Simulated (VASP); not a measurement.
# Be (I4_1/amd) in VASP: single point with PBE

Aim: the single point of Be with PBE.

Program: VASP 6.6.1. These are calculated values, not measurements. Logs are shortened: lines on timing, memory, paths and dates and some standing lists are left out, and cuts for length are marked.

## (1) The cell of the first run

The structure is tetragonal, space group I4_1/amd (No. 141). Conventional cell: a = 4.218 Å, b = 4.218 Å, c = 2.112 Å, α = 90.00°, β = 90.00°, γ = 90.00°. Be (site symmetry -4m2) has 10 Be at 2.11 to 2.64 Å within 2.8 Å.

## (2) Single point, PBE (9.39 Å³/atom)

Input file INCAR:

```
PREC = Accurate ; ENCUT = 520
EDIFF = 1E-7 ; ISMEAR = -1
SIGMA = 0.08 ; LREAL = False
LASPH = True ; NELM = 60
ALGO = Normal ; ISIF = 2
LWAVE = False ; LCHARG = False
GGA = PE ; NBANDS = 9
```

Input file KPOINTS:

```
regular mesh
0
Gamma
  20 20 20
```

Input file POSCAR:

```
Be
1.0
   -2.1090971511      2.1090971511      1.0559067450
    2.1090971511     -2.1090971511      1.0559067450
    2.1090971511      2.1090971511     -1.0559067450
Be
2
Direct
   -0.3750000000     -0.1250000000     -0.2500000000
    0.3750000000      0.1250000000      0.2500000000
```

Potentials or basis: VASP PAW PBE potentials, release 64 (Be).

On the command line:

```console
cat potpaw_PBE.64/Be/POTCAR > POTCAR
mpirun -np 1 vasp_std > vasp.out
```

OUTCAR:

```text
PREC = Accurate
   ENCUT = 520
   EDIFF = 1E-7
   ISMEAR = -1
   LREAL = False
   LASPH = True
   NELM = 60
   ISIF = 2
   GGA = PE

 ion  position               nearest neighbor table
   1  0.625  0.875  0.750-   2 2.17   2 2.17   2 2.17   2 2.17
   2  0.375  0.125  0.250-   1 2.17   1 2.17   1 2.17   1 2.17

  LATTYP: Found a body centered tetragonal cell.
 ALAT       =     4.2181943022
 C/A-ratio  =     0.5006439577

  Lattice vectors:

 A1 = (  -2.1090971511,   2.1090971511,   1.0559067450)
 A2 = (   2.1090971511,  -2.1090971511,   1.0559067450)
 A3 = (   2.1090971511,   2.1090971511,  -1.0559067450)

Analysis of symmetry for initial positions (statically):
=====================================================================
 Subroutine PRICEL returns:
 Original cell was already a primitive cell.

 Routine SETGRP: Setting up the symmetry group for a
 body centered tetragonal supercell.

 Subroutine GETGRP returns: Found 16 space group operations
 (whereof  4 operations were pure point group operations)
 out of a pool of 16 trial point group operations.

The static configuration has the point symmetry C_2h.
 The point group associated with its full space group is D_4h.

Analysis of symmetry for dynamics (positions and initial velocities):
=====================================================================
 Subroutine PRICEL returns:
 Original cell was already a primitive cell.

 Routine SETGRP: Setting up the symmetry group for a
 body centered tetragonal supercell.

 Subroutine GETGRP returns: Found 16 space group operations
 (whereof  4 operations were pure point group operations)
 out of a pool of 16 trial point group operations.

The dynamic configuration has the point symmetry C_2h.
 The point group associated with its full space group is D_4h.

 Subroutine INISYM returns: Found 16 space group operations
 (whereof  4 operations are pure point group operations),
 and found     1 'primitive' translations

----------------------------------------------------------------------------------------

                                     Primitive cell

  volume of cell :      18.7879

  direct lattice vectors                    reciprocal lattice vectors
    -2.109097151  2.109097151  1.055906745     0.000000000  0.237068264  0.473526665
     2.109097151 -2.109097151  1.055906745     0.237068264  0.000000000  0.473526665
     2.109097151  2.109097151 -1.055906745     0.237068264  0.237068264  0.000000000

  length of vectors
     3.164098709  3.164098709  3.164098709     0.529555346  0.529555346  0.335265154

  position of ions in fractional coordinates (direct lattice)
     0.625000000  0.875000000  0.750000000
     0.375000000  0.125000000  0.250000000

  ion indices of the primitive-cell ions
   primitive index   ion index
                 1           1
                 2           2

----------------------------------------------------------------------------------------

 KPOINTS: regular mesh

Automatic generation of k-mesh.
 Grid dimensions read from file:
 generate k-points for:   20   20   20

 Generating k-lattice:

  Cartesian coordinates                     Fractional coordinates (reciprocal lattice)
     0.000000000  0.011853413  0.023676333     0.050000000  0.000000000  0.000000000
     0.011853413  0.000000000  0.023676333     0.000000000  0.050000000  0.000000000
     0.011853413  0.011853413  0.000000000     0.000000000  0.000000000  0.050000000

  Length of vectors
     0.026477767  0.026477767  0.016763258

  Shift w.r.t. Gamma in fractional coordinates (k-lattice)
     0.000000000  0.000000000  0.000000000

 Subroutine IBZKPT returns following result:
 ===========================================

 Found    641 irreducible k-points:

 Following reciprocal coordinates:
            Coordinates               Weight
  0.000000  0.000000  0.000000      1.000000
  0.050000  0.000000  0.000000      8.000000
  0.100000  0.000000 -0.000000      8.000000
  0.150000  0.000000  0.000000      8.000000
  0.200000  0.000000 -0.000000      8.000000
  0.250000  0.000000  0.000000      8.000000
[... 16 lines left out ...]
 -0.400000  0.050000  0.000000     16.000000
 -0.350000  0.050000  0.000000     16.000000
 [... further k-points ...]
   k-points           NKPTS =    641   k-points in BZ     NKDIM =    641   number of bands    NBANDS=      9
   number of dos      NEDOS =    301   number of ions     NIONS =      2
   total plane-waves  NPLWV =  13824
   dimension x,y,z NGX =    24 NGY =   24 NGZ =   24
   dimension x,y,z NGXF=    48 NGYF=   48 NGZF=   48
   ions per type =               2
   NGX,Y,Z   is equivalent  to a cutoff of  12.61, 12.61, 12.61 a.u.
   NGXF,Y,Z  is equivalent  to a cutoff of  25.22, 25.22, 25.22 a.u.
 SYSTEM =  unknown system
   PREC   = accura    normal or accurate (medium, high low for compatibility)
   ISTART =      0    job   : 0-new  1-cont  2-samecut
   ICHARG =      2    charge: 1-file 2-atom 10-const
   ISPIN  =      1    spin polarized calculation?
   LNONCOLLINEAR =      F non collinear calculations
   LSORBIT =      F    spin-orbit coupling
   LASPH  =      T    aspherical Exc in radial PAW
   ENCUT  =  520.0 eV  38.22 Ry    6.18 a.u.   5.88  5.88  5.88*2*pi/ulx,y,z
   NELM   =     60;   NELMIN=  2; NELMDL= -5     # of ELM steps
   EDIFF  = 0.1E-06   stopping-criterion for ELM
   LREAL  =      F    real-space projection
   EDIFFG = 0.1E-05   stopping-criterion for IOM
   NSW    =      0    number of steps for IOM
   IBRION =     -1    ionic relax: 0-MD 1-quasi-New 2-CG
   NFREE  =      0    steps in history (QN), initial steepest desc. (CG)
   ISIF   =      2    stress and relaxation
   ISYM   =      2    0-nonsym 1-usesym 2-fastsym
   POTIM  = 0.5000    time-step for ionic-motion
   TEBEG  =    0.0;   TEEND  =   0.0 temperature during run
   PSTRESS=    0.0 pullay stress
   NELECT =       4.0000    total number of electrons
   NUPDOWN=      -1.0000    fix difference up-down
   EMIN   =  10.00;   EMAX   =-10.00  energy-range for DOS
   EFERMI =   0.00;   METHOD = LEGACY
   ISMEAR =    -1;   SIGMA  =   0.08  broadening in eV -4-tet -1-fermi 0-gaus
   EFERMI_NEDOS =   21; number of points for ismear=-14 and -15
   IALGO  =     38    algorithm
   IMIX   =      4    mixing-type and parameters
     AMIX     =   0.40;   BMIX     =  1.00
     AMIX_MAG =   1.60;   BMIX_MAG =  1.00
  volume/ion in A,a.u.               =       9.39        63.39
  Fermi-wavevector in a.u.,A,eV,Ry     =   0.977542  1.847286 13.001559  0.955588
  Thomas-Fermi vector in A             =   2.108247
   LORBIT       =      0    0 simple, 1 ext, 2 COOP (PROOUT), +10 PAW based schemes
   GGA     = PE    functional components
   LHFCALC =     F    Hartree Fock is set to
   AEXX    =    0.0000 exact exchange contribution
   IVDW    =     0    specifies the selected vdW correction
   LEPSILON=     F    determine dielectric tensor
   LRPA    =     F    only Hartree local field effects (RPA)
 non-spin polarized calculation
  energy-cutoff  :      520.00
  volume of cell :       18.79
 maximum number of plane-waves:       520
   NGX = 11   NGY = 11   NGZ = 11

 number of electron       4.0000000 magnetization

 Free energy of the ion-electron system (eV)
  ---------------------------------------------------
  ext. energy  EPLUGINS =         0.00000000
  ---------------------------------------------------
  free energy    TOTEN  =        -6.09139461 eV

  energy without entropy =       -6.07936554  energy(sigma->0) =       -6.08538007

 E-fermi :   5.5401     XC(G=0): -10.0387

 val. band max:        5.5372852374   @ k =  -0.1500   0.5000   0.1500
 cond. band min:       5.5497801547   @ k =   0.5000   0.1000  -0.0000
 fundamental gap:      0.0124949173
 Fermi energy:         5.5400646182

 k-point     1 :       0.0000    0.0000    0.0000
  band No.  band energies     occupation
      1      -4.7186      2.00000
      2       6.2834      0.00018
      3       6.2834      0.00018
      4      12.3064      0.00000
      5      13.4051      0.00000
      6      19.7112      0.00000
      7      19.7112      0.00000
      8      23.6686      0.00000
      9      23.8510      0.00000

 k-point     2 :       0.0500    0.0000    0.0000
  band No.  band energies     occupation
      1      -4.6384      2.00000
      2       6.2660      0.00023
      3       6.3324      0.00010
      4      12.5252      0.00000
      5      13.3582      0.00000
      6      19.4963      0.00000
      7      19.7602      0.00000
      8      23.0958      0.00000
      9      23.5858      0.00000

 k-point     3 :       0.1000    0.0000   -0.0000
  band No.  band energies     occupation
      1      -4.3981      2.00000
      2       6.2378      0.00033
      3       6.4724      0.00002
      4      13.1560      0.00000
      5      13.2206      0.00000
      6      18.9355      0.00000
      7      19.8835      0.00000
      8      21.5272      0.00000
      9      23.3068      0.00000

 k-point     4 :       0.1500    0.0000    0.0000
  band No.  band energies     occupation
      1      -3.9979      2.00000
      2       6.2505      0.00028
      3       6.6820      0.00000
      4      12.9932      0.00000
      5      14.1395      0.00000
      6      18.1374      0.00000
      7      19.7945      0.00000
      8      19.9853      0.00000
      9      22.8626      0.00000
[... 205 lines left out ...]
 k-point    22 :      -0.4500    0.0500    0.0000
  band No.  band energies     occupation
      1       0.5521      2.00000
      2       6.1576      0.00089
      3       7.7053      0.00000
      4       8.7957      0.00000
      5      12.7267      0.00000
      6      14.5904      0.00000
      7      17.7661      0.00000
      8      20.9749      0.00000
      9      22.6354      0.00000

 k-point    23 :      -0.4000    0.0500    0.0000
  band No.  band energies     occupation
      1      -0.5856      2.00000
      2       6.4073      0.00004
      3       7.5104      0.00000
      4       9.6348      0.00000
      5      13.2012      0.00000
      6      15.9265      0.00000
      7      17.3607      0.00000
      8      21.2377      0.00000
      9      22.2819      0.00000

 k-point    24 :      -0.3500    0.0500    0.0000
  band No.  band energies     occupation
      1      -1.6243      2.00000
      2       6.1129      0.00155
      3       7.3820      0.00000
      4      10.9959      0.00000
      5      13.9187      0.00000
      6      17.1288      0.00000
      7      17.2686      0.00000
      8      20.3105      0.00000
      9      21.6265      0.00000

 [... further k-points ...]

------------------------ aborting loop because EDIFF is reached ----------------------------------------

  FORCE on cell =-STRESS in cart. coord.  units (eV):
  Direction    XX          YY          ZZ          XY          YZ          ZX
  --------------------------------------------------------------------------------------
  -------------------------------------------------------------------------------------
  Total        0.0079575      0.0079575      0.0188966      0.0000000     -0.0000000      0.0000000
  in kB        0.6785952      0.6785952      1.6114412      0.0000000     -0.0000000      0.0000000
  external PRESSURE =       0.9895439 kB  Pullay stress =       0.0000000 kB

 VOLUME and BASIS-vectors are now :
 -----------------------------------------------------------------------------
  energy-cutoff  :      520.00
  volume of cell :       18.79
      direct lattice vectors                 reciprocal lattice vectors
    -2.109097151  2.109097151  1.055906745     0.000000000  0.237068264  0.473526665
     2.109097151 -2.109097151  1.055906745     0.237068264  0.000000000  0.473526665
     2.109097151  2.109097151 -1.055906745     0.237068264  0.237068264  0.000000000

 POSITION                                       TOTAL-FORCE (eV/Angst)
 -----------------------------------------------------------------------------------
      2.10910      1.05455      0.79193         0.000000     -0.000000      0.000000
      0.00000      1.05455      0.26398        -0.000000      0.000000     -0.000000
 -----------------------------------------------------------------------------------
    total drift:                                0.000000      0.000000      0.000000

  FREE ENERGIE OF THE ION-ELECTRON SYSTEM (eV)
  ---------------------------------------------------
  free  energy   TOTEN  =        -6.0913946090 eV

  energy  without entropy=       -6.0793655355  energy(sigma->0) =       -6.08538007
```

Wall time 32 s (1 thread of AMD EPYC 9R45 (Zen 5), shared host); peak memory 0.18 GiB.

Results:

```
Free energy            : -6.0914 eV
Pressure               : 0.1 GPa
Band gap on the k mesh : zero (bands 2 and 3 overlap by 5.50 eV)
```

Stress tensor (GPa, compression positive):
```
0.07 0.00 0.00
0.00 0.07 0.00
0.00 0.00 0.16
```
